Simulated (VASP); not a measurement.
# W (I4/mmm) in VASP: notebook, part 2 of 2

VASP 6.6.1. Earlier steps stand in the parts before.

### Step 4. Single point, LDA (14.67 Å³/atom)

This run uses another cell than the first one, of 14.67 Å³/atom.

INCAR

```
PREC     = Accurate       # precision mode
ENCUT    = 520            # plane-wave cutoff, eV
EDIFF    = 1E-6           # SCF threshold, eV
ISMEAR   = 0              # smearing method
SIGMA    = 0.15           # smearing width, eV
LREAL    = False          # projectors in reciprocal space
LASPH    = True           # aspherical terms in the spheres
NELM     = 80             # most SCF steps
ALGO     = Fast           # electronic algorithm
ISIF     = 2              # what is computed and relaxed
LWAVE    = False          # write WAVECAR
LCHARG   = False          # write CHGCAR
GGA      = CA             # functional
NBANDS   = 13             # bands
```

KPOINTS

```
regular mesh
0
Gamma
  22 22 22
```

POSCAR

```
W
1.0
    0.0000000000      2.2676530149      1.4268072770
    2.2676530149      0.0000000000      1.4268072770
    2.2676530149      2.2676530149      0.0000000000
W
1
Direct
    0.0000000000      0.0000000000      0.0000000000
```

Potentials or basis: VASP PAW LDA potentials, release 64 (W_sv).

Run with:

```
$ cat potpaw_LDA.64/W_sv/POTCAR > POTCAR
$ mpirun -np 1 vasp_std > vasp.out
```

OUTCAR:

```text
PREC = Accurate
   ENCUT = 520
   EDIFF = 1E-6
   ISMEAR = 0
   LREAL = False
   LASPH = True
   NELM = 80
   ISIF = 2
   GGA = CA

 ion  position               nearest neighbor table
   1  0.000  0.000  0.000-

  LATTYP: Found a body centered tetragonal cell.
 ALAT       =     3.2069456484
 C/A-ratio  =     0.8898231735

  Lattice vectors:

 A1 = (   0.0000000000,  -2.2676530149,  -1.4268072770)
 A2 = (   0.0000000000,   2.2676530149,  -1.4268072770)
 A3 = (   2.2676530149,   0.0000000000,   1.4268072770)

Analysis of symmetry for initial positions (statically):
=====================================================================
 Subroutine PRICEL returns:
 Original cell was already a primitive cell.

 Routine SETGRP: Setting up the symmetry group for a
 body centered tetragonal supercell.

 Subroutine GETGRP returns: Found 16 space group operations
 (whereof 16 operations were pure point group operations)
 out of a pool of 16 trial point group operations.

The static configuration has the point symmetry D_4h.

Analysis of symmetry for dynamics (positions and initial velocities):
=====================================================================
 Subroutine PRICEL returns:
 Original cell was already a primitive cell.

 Routine SETGRP: Setting up the symmetry group for a
 body centered tetragonal supercell.

 Subroutine GETGRP returns: Found 16 space group operations
 (whereof 16 operations were pure point group operations)
 out of a pool of 16 trial point group operations.

The dynamic configuration has the point symmetry D_4h.

 Subroutine INISYM returns: Found 16 space group operations
 (whereof 16 operations are pure point group operations),
 and found     1 'primitive' translations

----------------------------------------------------------------------------------------

                                     Primitive cell

  volume of cell :      14.6740

  direct lattice vectors                    reciprocal lattice vectors
     0.000000000  2.267653015  1.426807277    -0.220492287  0.220492287  0.350432752
     2.267653015  0.000000000  1.426807277     0.220492287 -0.220492287  0.350432752
     2.267653015  2.267653015  0.000000000     0.220492287  0.220492287 -0.350432752

  length of vectors
     2.679184428  2.679184428  3.206945648     0.469080815  0.469080815  0.469080815

  position of ions in fractional coordinates (direct lattice)
     0.000000000  0.000000000  0.000000000

  ion indices of the primitive-cell ions
   primitive index   ion index
                 1           1

----------------------------------------------------------------------------------------

 KPOINTS: regular mesh

Automatic generation of k-mesh.
 Grid dimensions read from file:
 generate k-points for:   22   22   22

 Generating k-lattice:

  Cartesian coordinates                     Fractional coordinates (reciprocal lattice)
    -0.010022377  0.010022377  0.015928761     0.045454545  0.000000000  0.000000000
     0.010022377 -0.010022377  0.015928761     0.000000000  0.045454545  0.000000000
     0.010022377  0.010022377 -0.015928761     0.000000000  0.000000000  0.045454545

  Length of vectors
     0.021321855  0.021321855  0.021321855

  Shift w.r.t. Gamma in fractional coordinates (k-lattice)
     0.000000000  0.000000000  0.000000000

 Subroutine IBZKPT returns following result:
 ===========================================

 Found    834 irreducible k-points:

 Following reciprocal coordinates:
            Coordinates               Weight
  0.000000  0.000000  0.000000      1.000000
  0.045455 -0.000000  0.000000      8.000000
  0.090909 -0.000000  0.000000      8.000000
  0.136364 -0.000000  0.000000      8.000000
  0.181818 -0.000000  0.000000      8.000000
  0.227273 -0.000000  0.000000      8.000000
[... 16 lines left out ...]
  0.500000  0.045455  0.000000      8.000000
 -0.454545  0.045455  0.000000      8.000000
 [... further k-points ...]
   k-points           NKPTS =    834   k-points in BZ     NKDIM =    834   number of bands    NBANDS=     13
   number of dos      NEDOS =    301   number of ions     NIONS =      1
   total plane-waves  NPLWV =   9600
   dimension x,y,z NGX =    20 NGY =   20 NGZ =   24
   dimension x,y,z NGXF=    40 NGYF=   40 NGZF=   48
   ions per type =               1
   NGX,Y,Z   is equivalent  to a cutoff of  12.41, 12.41, 12.44 a.u.
   NGXF,Y,Z  is equivalent  to a cutoff of  24.82, 24.82, 24.88 a.u.
 SYSTEM =  unknown system
   PREC   = accura    normal or accurate (medium, high low for compatibility)
   ISTART =      0    job   : 0-new  1-cont  2-samecut
   ICHARG =      2    charge: 1-file 2-atom 10-const
   ISPIN  =      1    spin polarized calculation?
   LNONCOLLINEAR =      F non collinear calculations
   LSORBIT =      F    spin-orbit coupling
   LASPH  =      T    aspherical Exc in radial PAW
   ENCUT  =  520.0 eV  38.22 Ry    6.18 a.u.   4.98  4.98  5.96*2*pi/ulx,y,z
   NELM   =     80;   NELMIN=  2; NELMDL= -5     # of ELM steps
   EDIFF  = 0.1E-05   stopping-criterion for ELM
   LREAL  =      F    real-space projection
   EDIFFG = 0.1E-04   stopping-criterion for IOM
   NSW    =      0    number of steps for IOM
   IBRION =     -1    ionic relax: 0-MD 1-quasi-New 2-CG
   NFREE  =      0    steps in history (QN), initial steepest desc. (CG)
   ISIF   =      2    stress and relaxation
   ISYM   =      2    0-nonsym 1-usesym 2-fastsym
   POTIM  = 0.5000    time-step for ionic-motion
   TEBEG  =    0.0;   TEEND  =   0.0 temperature during run
   PSTRESS=    0.0 pullay stress
   NELECT =      14.0000    total number of electrons
   NUPDOWN=      -1.0000    fix difference up-down
   EMIN   =  10.00;   EMAX   =-10.00  energy-range for DOS
   EFERMI =   0.00;   METHOD = LEGACY
   ISMEAR =     0;   SIGMA  =   0.15  broadening in eV -4-tet -1-fermi 0-gaus
   EFERMI_NEDOS =   21; number of points for ismear=-14 and -15
   IALGO  =     68    algorithm
   IMIX   =      4    mixing-type and parameters
     AMIX     =   0.40;   BMIX     =  1.00
     AMIX_MAG =   1.60;   BMIX_MAG =  1.00
  volume/ion in A,a.u.               =      14.67        99.03
  Fermi-wavevector in a.u.,A,eV,Ry     =   1.611640  3.045558 35.339542  2.597383
  Thomas-Fermi vector in A             =   2.706998
   LORBIT       =      0    0 simple, 1 ext, 2 COOP (PROOUT), +10 PAW based schemes
   GGA     = CA    functional components
   LHFCALC =     F    Hartree Fock is set to
   AEXX    =    0.0000 exact exchange contribution
   IVDW    =     0    specifies the selected vdW correction
   LEPSILON=     F    determine dielectric tensor
   LRPA    =     F    only Hartree local field effects (RPA)
 non-spin polarized calculation
 RMM-DIIS sequential band-by-band and
 Gauss-broadening in eV      SIGMA  =   0.15
  energy-cutoff  :      520.00
  volume of cell :       14.67
 maximum number of plane-waves:       410
   NGX =  9   NGY =  9   NGZ = 11

 number of electron      14.0000002 magnetization

 Free energy of the ion-electron system (eV)
  ---------------------------------------------------
  ext. energy  EPLUGINS =         0.00000000
  ---------------------------------------------------
  free energy    TOTEN  =       -13.89244819 eV

  energy without entropy =      -13.88611536  energy(sigma->0) =      -13.88928177

 E-fermi :  12.4796     XC(G=0): -14.2630

 val. band max:       12.4780932097   @ k =   0.2727   0.1364   0.0000
 cond. band min:      12.4802687839   @ k =  -0.2727   0.3182   0.0455
 fundamental gap:      0.0021755743
 Fermi energy:        12.4796225486

 k-point     1 :       0.0000    0.0000    0.0000
  band No.  band energies     occupation
      1     -61.1656      2.00000
      2     -24.8728      2.00000
      3     -24.8728      2.00000
      4     -24.7649      2.00000
      5       2.5300      2.00000
      6      10.0279      2.00000
      7      11.8539      2.00000
      8      11.8539      2.00000
      9      13.4814      0.00000
     10      15.9194      0.00000
     11      26.5805      0.00000
     12      26.5805      0.00000
     13      29.0825      0.00000
[... 353 lines left out ...]
 k-point    24 :      -0.4545    0.0455    0.0000
  band No.  band energies     occupation
      1     -60.9613      2.00000
      2     -26.4602      2.00000
      3     -25.4382      2.00000
      4     -24.9598      2.00000
      5       5.8417      2.00000
      6       8.1822      2.00000
      7      13.2188      0.00000
      8      14.6605      0.00000
      9      17.1241      0.00000
     10      18.9238      0.00000
     11      24.4571      0.00000
     12      26.2180      0.00000
     13      29.7300      0.00000

 [... further k-points ...]

------------------------ aborting loop because EDIFF is reached ----------------------------------------

  FORCE on cell =-STRESS in cart. coord.  units (eV):
  Direction    XX          YY          ZZ          XY          YZ          ZX
  --------------------------------------------------------------------------------------
  -------------------------------------------------------------------------------------
  Total        0.7713895      0.7713895      4.8283318      0.0000000      0.0000000     -0.0000000
  in kB       84.2239824     84.2239824    527.1803058      0.0000000      0.0000000     -0.0000000
  external PRESSURE =     231.8760902 kB  Pullay stress =       0.0000000 kB

 VOLUME and BASIS-vectors are now :
 -----------------------------------------------------------------------------
  energy-cutoff  :      520.00
  volume of cell :       14.67
      direct lattice vectors                 reciprocal lattice vectors
     0.000000000  2.267653015  1.426807277    -0.220492287  0.220492287  0.350432752
     2.267653015  0.000000000  1.426807277     0.220492287 -0.220492287  0.350432752
     2.267653015  2.267653015  0.000000000     0.220492287  0.220492287 -0.350432752

 POSITION                                       TOTAL-FORCE (eV/Angst)
 -----------------------------------------------------------------------------------
      0.00000      0.00000      0.00000         0.000000      0.000000      0.000000
 -----------------------------------------------------------------------------------
    total drift:                                0.000000     -0.000000     -0.000000

  FREE ENERGIE OF THE ION-ELECTRON SYSTEM (eV)
  ---------------------------------------------------
  free  energy   TOTEN  =       -13.8924481875 eV

  energy  without entropy=      -13.8861153574  energy(sigma->0) =      -13.88928177
```

It took 3.9 min on 1 thread of Intel Xeon 8259CL, shared host; peak memory 0.25 GiB.

What came out:

| Item | Value |
| --- | --- |
| Free energy | -13.8924 eV |
| Pressure | 23.2 GPa |
| Band gap on the k mesh | zero (bands 7 and 8 overlap by 7.12 eV) |

Levels at points of the mesh, in eV from the Fermi level:
```
           k point  band 3  band 4  band 5  band 6  band 7  band 8  band 9  band 10  band 11  band 12
(0.00, 0.00, 0.00)  -37.35  -37.24   -9.95   -2.45   -0.63   -0.63    1.00     3.44    14.10    14.10
(0.50, 0.00, 0.00)  -37.91  -37.43   -6.77   -4.47    1.58    2.22    4.78     6.76    11.72    12.75
(0.50, 0.50, 0.00)  -38.61  -38.15   -6.66   -6.32    5.61    5.61    6.15     7.98     7.98    11.24
(0.50, 0.00, 0.50)  -37.67  -37.28   -6.76   -2.64    0.51    0.77    2.62     6.60    11.77    12.18
```

Caveat: the stress differs along the axes, from 8 to 53 GPa; spin-orbit coupling is left out, which moves the levels of the heavy elements.

### Step 5. Overview

| cell | gap on the mesh (eV) | pressure (GPa) |
| --- | --- | --- |
| a = 2.664, b = 2.664, c = 3.189 Å, angles 53.2, 53.2, 73.5°, 1 atom | none | 30.7 |
| a = 2.711, b = 2.711, c = 2.780 Å, angles 59.2, 59.2, 61.7°, 1 atom | none | 33.3 |
| a = 2.679, b = 2.679, c = 3.207 Å, angles 53.2, 53.2, 73.5°, 1 atom | none | 23.2 |

Alike in all rows: task single point; level LDA; potentials or basis VASP PAW LDA potentials, release 64 (W_sv); no spin polarisation; k mesh 22 × 22 × 22; cutoff (eV) 520; smearing gaussian 0.15 eV.

Caveats: spin-orbit coupling is left out, which moves the levels of the heavy elements; the stress differs along the axes, from 15 to 61 GPa (at least some runs); the stress differs along the axes, from 22 to 39 GPa (at least some runs); the stress differs along the axes, from 8 to 53 GPa (at least some runs).

Total energies depend on the potentials used, so only differences within one code and one set of settings carry meaning.
